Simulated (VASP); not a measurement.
# O (I4_1/amd) in VASP: notebook

Runs on O. Level: PBE. Tasks: single point, relaxation of cell and atoms.

All numbers are computed with VASP 6.6.1; they aren't measurements. Logs are shortened: lines on timing, memory, paths and dates and some standing lists are left out, and cuts for length are marked.

### 1 The cell of the first run

It takes space group I4_1/amd (No. 141, tetragonal). Conventional cell: a = 3.375 Å, b = 3.375 Å, c = 2.603 Å, α = 90.00°, β = 90.00°, γ = 90.00°. O (site symmetry -4m2) has 4 O at 1.81 Å within 2.4 Å.

### 2 Single point, PBE

File INCAR:

```
ALGO = Normal
EDIFF = 1E-6
ENCUT = 520
GGA = PE
ISIF = 2
ISMEAR = -1
LASPH = True
LCHARG = False
LREAL = False
LWAVE = False
NBANDS = 13
NELM = 60
PREC = Accurate
SIGMA = 0.05
```

File KPOINTS:

```
k-points
0
Gamma
  19 19 19
```

File POSCAR:

```
O
1.0
   -1.6876443017      1.6876443017      1.3017405107
    1.6876443017     -1.6876443017      1.3017405107
    1.6876443017      1.6876443017     -1.3017405107
O
2
Direct
   -0.3750000000     -0.1250000000     -0.2500000000
    0.3750000000      0.1250000000      0.2500000000
```

Potentials or basis: VASP PAW PBE potentials, release 64 (O).

On the command line:

```bash
$ cat potpaw_PBE.64/O/POTCAR > POTCAR
$ mpirun -np 1 vasp_std > vasp.out
```

OUTCAR:

```text
EDIFF = 1E-6
   ENCUT = 520
   GGA = PE
   ISIF = 2
   ISMEAR = -1
   LASPH = True
   LREAL = False
   NELM = 60
   PREC = Accurate

 ion  position               nearest neighbor table
   1  0.625  0.875  0.750-   2 1.81   2 1.81   2 1.81   2 1.81
   2  0.375  0.125  0.250-   1 1.81   1 1.81   1 1.81   1 1.81

  LATTYP: Found a body centered tetragonal cell.
 ALAT       =     3.3752886034
 C/A-ratio  =     0.7713358256

  Lattice vectors:

 A1 = (  -1.6876443017,   1.6876443017,   1.3017405107)
 A2 = (   1.6876443017,  -1.6876443017,   1.3017405107)
 A3 = (   1.6876443017,   1.6876443017,  -1.3017405107)

Analysis of symmetry for initial positions (statically):
=====================================================================
 Subroutine PRICEL returns:
 Original cell was already a primitive cell.

 Routine SETGRP: Setting up the symmetry group for a
 body centered tetragonal supercell.

 Subroutine GETGRP returns: Found 16 space group operations
 (whereof  4 operations were pure point group operations)
 out of a pool of 16 trial point group operations.

The static configuration has the point symmetry C_2h.
 The point group associated with its full space group is D_4h.

Analysis of symmetry for dynamics (positions and initial velocities):
=====================================================================
 Subroutine PRICEL returns:
 Original cell was already a primitive cell.

 Routine SETGRP: Setting up the symmetry group for a
 body centered tetragonal supercell.

 Subroutine GETGRP returns: Found 16 space group operations
 (whereof  4 operations were pure point group operations)
 out of a pool of 16 trial point group operations.

The dynamic configuration has the point symmetry C_2h.
 The point group associated with its full space group is D_4h.

 Subroutine INISYM returns: Found 16 space group operations
 (whereof  4 operations are pure point group operations),
 and found     1 'primitive' translations

----------------------------------------------------------------------------------------

                                     Primitive cell

  volume of cell :      14.8302

  direct lattice vectors                    reciprocal lattice vectors
    -1.687644302  1.687644302  1.301740511     0.000000000  0.296270962  0.384101129
     1.687644302 -1.687644302  1.301740511     0.296270962  0.000000000  0.384101129
     1.687644302  1.687644302 -1.301740511     0.296270962  0.296270962  0.000000000

  length of vectors
     2.718605329  2.718605329  2.718605329     0.485087786  0.485087786  0.418990412

  position of ions in fractional coordinates (direct lattice)
     0.625000000  0.875000000  0.750000000
     0.375000000  0.125000000  0.250000000

  ion indices of the primitive-cell ions
   primitive index   ion index
                 1           1
                 2           2

----------------------------------------------------------------------------------------

 KPOINTS: k-points

Automatic generation of k-mesh.
 Grid dimensions read from file:
 generate k-points for:   19   19   19

 Generating k-lattice:

  Cartesian coordinates                     Fractional coordinates (reciprocal lattice)
     0.000000000  0.015593209  0.020215849     0.052631579 -0.000000000  0.000000000
     0.015593209  0.000000000  0.020215849    -0.000000000  0.052631579  0.000000000
     0.015593209  0.015593209  0.000000000     0.000000000  0.000000000  0.052631579

  Length of vectors
     0.025530936  0.025530936  0.022052127

  Shift w.r.t. Gamma in fractional coordinates (k-lattice)
     0.000000000  0.000000000  0.000000000

 Subroutine IBZKPT returns following result:
 ===========================================

 Found    550 irreducible k-points:

 Following reciprocal coordinates:
            Coordinates               Weight
  0.000000  0.000000  0.000000      1.000000
  0.052632  0.000000 -0.000000      8.000000
  0.105263  0.000000 -0.000000      8.000000
  0.157895  0.000000  0.000000      8.000000
  0.210526  0.000000 -0.000000      8.000000
  0.263158  0.000000  0.000000      8.000000
[... 16 lines left out ...]
 -0.315789  0.052632  0.000000     16.000000
 -0.263158  0.052632  0.000000     16.000000
 [... further k-points ...]
   k-points           NKPTS =    550   k-points in BZ     NKDIM =    550   number of bands    NBANDS=     13
   number of dos      NEDOS =    301   number of ions     NIONS =      2
   total plane-waves  NPLWV =   8000
   dimension x,y,z NGX =    20 NGY =   20 NGZ =   20
   dimension x,y,z NGXF=    40 NGYF=   40 NGZF=   40
   ions per type =               2
   NGX,Y,Z   is equivalent  to a cutoff of  12.23, 12.23, 12.23 a.u.
   NGXF,Y,Z  is equivalent  to a cutoff of  24.46, 24.46, 24.46 a.u.
 SYSTEM =  unknown system
   PREC   = accura    normal or accurate (medium, high low for compatibility)
   ISTART =      0    job   : 0-new  1-cont  2-samecut
   ICHARG =      2    charge: 1-file 2-atom 10-const
   ISPIN  =      1    spin polarized calculation?
   LNONCOLLINEAR =      F non collinear calculations
   LSORBIT =      F    spin-orbit coupling
   LASPH  =      T    aspherical Exc in radial PAW
   ENCUT  =  520.0 eV  38.22 Ry    6.18 a.u.   5.05  5.05  5.05*2*pi/ulx,y,z
   NELM   =     60;   NELMIN=  2; NELMDL= -5     # of ELM steps
   EDIFF  = 0.1E-05   stopping-criterion for ELM
   LREAL  =      F    real-space projection
   EDIFFG = 0.1E-04   stopping-criterion for IOM
   NSW    =      0    number of steps for IOM
   IBRION =     -1    ionic relax: 0-MD 1-quasi-New 2-CG
   NFREE  =      0    steps in history (QN), initial steepest desc. (CG)
   ISIF   =      2    stress and relaxation
   ISYM   =      2    0-nonsym 1-usesym 2-fastsym
   POTIM  = 0.5000    time-step for ionic-motion
   TEBEG  =    0.0;   TEEND  =   0.0 temperature during run
   PSTRESS=    0.0 pullay stress
   NELECT =      12.0000    total number of electrons
   NUPDOWN=      -1.0000    fix difference up-down
   EMIN   =  10.00;   EMAX   =-10.00  energy-range for DOS
   EFERMI =   0.00;   METHOD = LEGACY
   ISMEAR =    -1;   SIGMA  =   0.05  broadening in eV -4-tet -1-fermi 0-gaus
   EFERMI_NEDOS =   21; number of points for ismear=-14 and -15
   IALGO  =     38    algorithm
   IMIX   =      4    mixing-type and parameters
     AMIX     =   0.40;   BMIX     =  1.00
     AMIX_MAG =   1.60;   BMIX_MAG =  1.00
  volume/ion in A,a.u.               =       7.42        50.04
  Fermi-wavevector in a.u.,A,eV,Ry     =   1.525527  2.882828 31.663912  2.327232
  Thomas-Fermi vector in A             =   2.633685
   LORBIT       =      0    0 simple, 1 ext, 2 COOP (PROOUT), +10 PAW based schemes
   GGA     = PE    functional components
   LHFCALC =     F    Hartree Fock is set to
   AEXX    =    0.0000 exact exchange contribution
   IVDW    =     0    specifies the selected vdW correction
   LEPSILON=     F    determine dielectric tensor
   LRPA    =     F    only Hartree local field effects (RPA)
 non-spin polarized calculation
  energy-cutoff  :      520.00
  volume of cell :       14.83
 maximum number of plane-waves:       417
   NGX = 11   NGY = 11   NGZ = 11

 number of electron      12.0000004 magnetization

 Free energy of the ion-electron system (eV)
  ---------------------------------------------------
  ext. energy  EPLUGINS =         0.00000000
  ---------------------------------------------------
  free energy    TOTEN  =        -6.30568900 eV

  energy without entropy =       -6.30275962  energy(sigma->0) =       -6.30422431

 E-fermi :   3.8386     XC(G=0): -12.2225

 val. band max:        3.8375370994   @ k =  -0.3684   0.3158   0.0000
 cond. band min:       3.8686990303   @ k =  -0.3684   0.3684   0.0526
 fundamental gap:      0.0311619309
 Fermi energy:         3.8385704188

 k-point     1 :       0.0000    0.0000    0.0000
  band No.  band energies     occupation
      1     -19.8372      2.00000
      2      -8.9918      2.00000
      3      -1.6667      2.00000
      4      -1.6667      2.00000
      5       2.4082      2.00000
      6       2.7293      2.00000
      7       5.4451      0.00000
      8       5.4451      0.00000
      9      18.7737      0.00000
     10      21.3087      0.00000
     11      28.3189      0.00000
     12      30.0703      0.00000
     13      30.0703      0.00000

 k-point     2 :       0.0526    0.0000   -0.0000
  band No.  band energies     occupation
      1     -19.7789      2.00000
      2      -9.0806      2.00000
      3      -1.7034      2.00000
      4      -1.5924      2.00000
      5       2.3348      2.00000
      6       2.6440      2.00000
      7       5.4134      0.00000
      8       5.4419      0.00000
      9      18.9271      0.00000
     10      21.4041      0.00000
     11      27.9148      0.00000
     12      29.7407      0.00000
     13      30.2407      0.00000

 k-point     3 :       0.1053    0.0000   -0.0000
  band No.  band energies     occupation
      1     -19.6054      2.00000
      2      -9.3321      2.00000
      3      -1.8075      2.00000
      4      -1.4011      2.00000
      5       2.0936      2.00000
      6       2.4316      2.00000
      7       5.3476      0.00000
      8       5.4305      0.00000
      9      19.3582      0.00000
     10      21.6664      0.00000
     11      27.1021      0.00000
     12      29.1331      0.00000
     13      30.5008      0.00000
[... 305 lines left out ...]
 k-point    23 :      -0.3158    0.0526    0.0000
  band No.  band energies     occupation
      1     -18.2093      2.00000
      2     -11.1556      2.00000
      3      -2.5293      2.00000
      4      -1.0147      2.00000
      5       0.1924      2.00000
      6       2.6988      2.00000
      7       5.0315      0.00000
      8       5.4354      0.00000
      9      21.6596      0.00000
     10      22.5218      0.00000
     11      24.6298      0.00000
     12      29.9948      0.00000
     13      32.1811      0.00000

 k-point    24 :      -0.2632    0.0526    0.0000
  band No.  band energies     occupation
      1     -18.7083      2.00000
      2     -10.6284      2.00000
      3      -2.3029      2.00000
      4      -0.7778      2.00000
      5       0.6808      2.00000
      6       2.4771      2.00000
      7       5.1022      0.00000
      8       5.4827      0.00000
      9      20.8980      0.00000
     10      22.3849      0.00000
     11      25.1219      0.00000
     12      29.2973      0.00000
     13      31.6075      0.00000

 [... further k-points ...]

------------------------ aborting loop because EDIFF is reached ----------------------------------------

  FORCE on cell =-STRESS in cart. coord.  units (eV):
  Direction    XX          YY          ZZ          XY          YZ          ZX
  --------------------------------------------------------------------------------------
  -------------------------------------------------------------------------------------
  Total        2.4015809      2.4015809      2.3773141      0.0000000     -0.0000000     -0.0000000
  in kB      259.4547078    259.4547078    256.8330453      0.0000000     -0.0000000     -0.0000000
  external PRESSURE =     258.5808203 kB  Pullay stress =       0.0000000 kB

 VOLUME and BASIS-vectors are now :
 -----------------------------------------------------------------------------
  energy-cutoff  :      520.00
  volume of cell :       14.83
      direct lattice vectors                 reciprocal lattice vectors
    -1.687644302  1.687644302  1.301740511     0.000000000  0.296270962  0.384101129
     1.687644302 -1.687644302  1.301740511     0.296270962  0.000000000  0.384101129
     1.687644302  1.687644302 -1.301740511     0.296270962  0.296270962  0.000000000

 POSITION                                       TOTAL-FORCE (eV/Angst)
 -----------------------------------------------------------------------------------
      1.68764      0.84382      0.97631        -0.000000      0.000000      0.000000
     -0.00000      0.84382      0.32544         0.000000     -0.000000     -0.000000
 -----------------------------------------------------------------------------------
    total drift:                               -0.000000      0.000000     -0.000000

  FREE ENERGIE OF THE ION-ELECTRON SYSTEM (eV)
  ---------------------------------------------------
  free  energy   TOTEN  =        -6.3056890003 eV

  energy  without entropy=       -6.3027596151  energy(sigma->0) =       -6.30422431
```

It took 51 s on 1 thread of Intel Xeon Platinum 8488C (Sapphire Rapids), shared host; peak memory 0.18 GiB.

Results:

- Free energy: -6.3057 eV
- Pressure: 25.9 GPa
- Band gap on the k mesh: zero (bands 6 and 7 overlap by 0.14 eV)

Levels at points of the mesh, in eV from the Fermi level:
```
           k point  band 3  band 4  band 5  band 6  band 7  band 8  band 9  band 10
(0.00, 0.00, 0.00)   -5.51   -5.51   -1.43   -1.11    1.61    1.61   14.94    17.47
```

Caveat: the cell stands under pressure.

### 3 Relaxation of cell and atoms, PBE, target pressure 26 GPa, at which the enthalpy is minimised

This run uses another cell than the first one, of 7.16 Å³/atom.

File INCAR:

```
  PREC = Accurate
  ENCUT = 600
  EDIFF = 1E-6
  ISMEAR = -1
  SIGMA = 0.05
  LREAL = F
  LASPH = T
  NELM = 60
  ALGO = Normal
  ISIF = 3
  LWAVE = F
  LCHARG = F
  GGA = PE
  IBRION = 2
  NSW = 60
  EDIFFG = -0.005
  PSTRESS = 260.0
```

File KPOINTS:

```
regular mesh
0
Gamma
  19 19 19
```

File POSCAR:

```
O
1.0
   -1.8671358389      1.8671358389      1.0269247114
    1.8671358389     -1.8671358389      1.0269247114
    1.8671358389      1.8671358389     -1.0269247114
O
2
Direct
   -0.3750000000     -0.1250000000     -0.2500000000
    0.3750000000      0.1250000000      0.2500000000
```

Potentials or basis: VASP PAW PBE potentials, release 64 (O).

On the command line:

```bash
$ cat potpaw_PBE.64/O/POTCAR > POTCAR
$ mpirun -np 1 vasp_std > vasp.out
```

OUTCAR:

```text
PREC = Accurate
   ENCUT = 600
   EDIFF = 1E-6
   ISMEAR = -1
   LREAL = F
   LASPH = T
   NELM = 60
   ISIF = 3
   GGA = PE
   IBRION = 2
   NSW = 60
   EDIFFG = -0.005
   PSTRESS = 260.0

 ion  position               nearest neighbor table
   1  0.625  0.875  0.750-   2 1.94   2 1.94   2 1.94   2 1.94
   2  0.375  0.125  0.250-   1 1.94   1 1.94   1 1.94   1 1.94

  LATTYP: Found a body centered tetragonal cell.
 ALAT       =     3.7342716778
 C/A-ratio  =     0.5500000000

  Lattice vectors:

 A1 = (  -1.8671358389,   1.8671358389,   1.0269247114)
 A2 = (   1.8671358389,  -1.8671358389,   1.0269247114)
 A3 = (   1.8671358389,   1.8671358389,  -1.0269247114)

Analysis of symmetry for initial positions (statically):
=====================================================================
 Subroutine PRICEL returns:
 Original cell was already a primitive cell.

 Routine SETGRP: Setting up the symmetry group for a
 body centered tetragonal supercell.

 Subroutine GETGRP returns: Found 16 space group operations
 (whereof  4 operations were pure point group operations)
 out of a pool of 16 trial point group operations.

The static configuration has the point symmetry C_2h.
 The point group associated with its full space group is D_4h.
[... 277 lines left out ...]

 number of electron      12.0000000 magnetization

------------------------ aborting loop because EDIFF is reached ----------------------------------------
[... 71 lines left out ...]
--------------------------------------- Ionic step       34  -------------------------------------------

 number of electron      12.0000000 magnetization

 Free energy of the ion-electron system (eV)
  ---------------------------------------------------
  ext. energy  EPLUGINS =         0.00000000
  ---------------------------------------------------
  free energy    TOTEN  =        -6.23233733 eV

  energy without entropy =       -6.22964792  energy(sigma->0) =       -6.23099263

 E-fermi :   4.0350     XC(G=0): -12.3439

 val. band max:        4.0177262580   @ k =  -0.3684   0.3684   0.0000
 cond. band min:       4.0369121251   @ k =  -0.3158   0.3684   0.0526
 fundamental gap:      0.0191858671
 Fermi energy:         4.0349507703

 k-point     1 :       0.0000    0.0000    0.0000
  band No.  band energies     occupation
      1     -19.7645      2.00000
      2      -8.7918      2.00000
      3      -1.5506      2.00000
      4      -1.5506      2.00000
      5       2.7534      2.00000
      6       3.0584      2.00000
      7       5.7464      0.00000
      8       5.7464      0.00000
      9      19.4316      0.00000
     10      21.2859      0.00000
[... 287 lines left out ...]
 k-point    24 :      -0.2632    0.0526   -0.0000
  band No.  band energies     occupation
      1     -18.5986      2.00000
      2     -10.4219      2.00000
      3      -2.1641      2.00000
      4      -0.5679      2.00000
      5       0.9142      2.00000
      6       2.6775      2.00000
      7       5.3285      0.00000
      8       5.7365      0.00000
      9      21.6061      0.00000
     10      22.5564      0.00000

 [... further k-points ...]

------------------------ aborting loop because EDIFF is reached ----------------------------------------

  FORCE on cell =-STRESS in cart. coord.  units (eV):
  Direction    XX          YY          ZZ          XY          YZ          ZX
  --------------------------------------------------------------------------------------
  -------------------------------------------------------------------------------------
  Total        2.3600383      2.3600383      2.3584962      0.0000000      0.0000000      0.0000000
  in kB      259.7335486    259.7335486    259.5638331      0.0000000      0.0000000      0.0000000
  external PRESSURE =      -0.3230232 kB  Pullay stress =     260.0000000 kB
[... 21 lines left out ...]
  energy  without entropy=       -6.2296479195  energy(sigma->0) =       -6.23099263

  enthalpy is  TOTEN    =        -3.8698779495 eV   P V=        2.3624593839

 reached required accuracy - stopping structural energy minimisation
```

CONTCAR:

```text
O
   1.00000000000000
    -1.6902497399452863    1.6902497399452863    1.2739132016334151
     1.6902497399452863   -1.6902497399452863    1.2739132016334151
     1.6902497399452863    1.6902497399452863   -1.2739132016334151
  O
     2
Direct
     0.6250000000000000    0.8750000000000000    0.7500000000000000
     0.3750000000000000    0.1250000000000000    0.2500000000000000

  0.00000000E+00  0.00000000E+00  0.00000000E+00
  0.00000000E+00  0.00000000E+00  0.00000000E+00
```

It took 14 min on 1 thread of Intel Xeon Platinum 8488C (Sapphire Rapids), shared host; peak memory 0.25 GiB.

Results:

```yaml
Free_energy: -6.2323 eV
Relaxed_volume: 7.28 Å³/atom
Relaxed_cell: a = 2.709 Å, b = 2.709 Å, c = 2.709 Å, α = 102.78°, β = 102.78°, γ = 123.89°
Space_group_after_relaxing_to_0.1_Å: I4_1/amd (No. 141)
Energy_change_on_relaxing_the_run_minimises_the_enthalpy: -322.8 meV/atom
Ionic_steps: 34
Pressure_after_relaxing: 26.0 GPa
Band_gap_on_the_k_mesh: zero (bands 6 and 7 overlap by 0.12 eV)
```

The path:
| step | energy change (eV) | largest force (eV/Å) | pressure (GPa) | volume (Å³) |
| --- | --- | --- | --- | --- |
| 1 | 0.0000 | 0.0000 | 24.59 | 14.32 |
| 2 | 0.0187 | 0.0000 | 27.21 | 14.19 |
| 3 | 0.0464 | 0.0000 | 31.00 | 14.01 |
| 4 | 0.1039 | 0.0000 | 39.14 | 13.65 |
| 5 | 0.1044 | 0.0000 | 39.20 | 13.64 |
| 6 | 0.1060 | 0.0000 | 39.49 | 13.63 |
| 7 | 0.1093 | 0.0000 | 40.07 | 13.61 |
| 8 | 0.1158 | 0.0000 | 41.30 | 13.56 |
| 9 | 0.1287 | 0.0000 | 43.98 | 13.46 |
| 10 | 0.1535 | 0.0000 | 49.39 | 13.26 |
| 11 | 0.1954 | 0.0000 | 61.14 | 12.85 |
| 12 | 0.3433 | 0.0000 | 92.15 | 12.03 |
| 13 | 0.2302 | 0.0000 | 70.92 | 12.55 |
| 14 | 0.2733 | 0.0000 | 80.73 | 12.29 |
| 15 | 0.2764 | 0.0000 | 81.66 | 12.27 |
| 16 | 0.2881 | 0.0000 | 85.09 | 12.19 |
| 17 | 0.2849 | 0.0000 | 84.92 | 12.19 |
| 18 | 0.2752 | 0.0000 | 84.44 | 12.20 |
| 19 | 0.2561 | 0.0000 | 83.60 | 12.23 |
| 20 | 0.2186 | 0.0000 | 81.88 | 12.28 |
| 21 | 0.1469 | 0.0000 | 78.58 | 12.37 |
| 22 | 0.0166 | 0.0000 | 72.60 | 12.57 |
| 23 | -0.1951 | 0.0000 | 61.97 | 12.96 |
| 24 | -0.4560 | 0.0000 | 46.19 | 13.72 |
| 25 | -0.4953 | 0.0000 | 42.72 | 13.93 |
| 26 | -0.5429 | 0.0000 | 38.04 | 14.08 |
| 27 | -0.6442 | 0.0000 | 25.73 | 14.55 |
| 28 | -0.6386 | 0.0000 | 26.48 | 14.52 |
| 29 | -0.6367 | 0.0000 | 26.84 | 14.50 |
| 30 | -0.6384 | 0.0000 | 26.78 | 14.51 |
| 31 | -0.6432 | 0.0000 | 26.30 | 14.54 |
| 32 | -0.6439 | 0.0000 | 26.25 | 14.55 |
| 33 | -0.6450 | 0.0000 | 26.09 | 14.55 |
| 34 | -0.6456 | 0.0000 | 25.97 | 14.56 |

Final structure:
```yaml
crystal:
  lattice:
    - [-1.69025, 1.69025, 1.27391]
    - [1.69025, -1.69025, 1.27391]
    - [1.69025, 1.69025, -1.27391]
  atoms:
    - { symbol: O, position: [0.62500, 0.87500, 0.75000] }
    - { symbol: O, position: [0.37500, 0.12500, 0.25000] }
```

Caveat: the cell is relaxed towards a set pressure, so the run minimises the enthalpy, not the energy.

The gap in the log of VASP goes by the Fermi energy; the results here count the filled bands.